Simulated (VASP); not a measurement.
A run of VASP 6.6.1:

File INCAR:

```
SYSTEM = Li
ALGO     = Normal         ! electronic algorithm
EDIFF    = 1E-6           ! SCF threshold, eV
ENCUT    = 750            ! plane-wave cutoff, eV
GGA      = PE             ! functional
GGA_COMPAT= .False.      
ISIF     = 2              ! what is computed and relaxed
ISMEAR   = -1             ! smearing method
LASPH    = .True.         ! aspherical terms in the spheres
LCHARG   = .False.        ! write CHGCAR
LREAL    = .False.        ! projectors in reciprocal space
LWAVE    = .False.        ! write WAVECAR
NBANDS   = 14             ! bands
NELM     = 120            ! most SCF steps
PREC     = Accurate       ! precision mode
SIGMA    = 0.15           ! smearing width, eV
```

Contents of KPOINTS:

```
k-points
0
Gamma
  6 6 6
  0 0 0
```

POSCAR

```
Li
1.0
    4.4544400000      0.0000000000      0.0000000000
    0.0000000000      4.4544400000      0.0000000000
    0.0000000000      0.0000000000      4.4544400000
Li
4
Direct
    0.8745700000      0.1254300000      0.6254300000
    0.3745700000      0.3745700000      0.3745700000
    0.1254300000      0.6254300000      0.8745700000
    0.6254300000      0.8745700000      0.1254300000
```

Potentials or basis: VASP PAW PBE potentials, release 64 (Li_sv).

Command:

```bash
$ cat potpaw_PBE.64/Li_sv/POTCAR > POTCAR
$ mpirun -np 1 vasp_std > vasp.out
```

Hardware: 1 thread of AMD EPYC 9R45 96-Core Processor (Zen 5), with other jobs on the host.

Problem. How long does it take, and how much memory?

Solution. It took 20 s on 1 thread of AMD EPYC 9R45 96-Core Processor (Zen 5) (shared host), peak memory 0.21 GiB. Counts: scf iterations 12, k points 24.
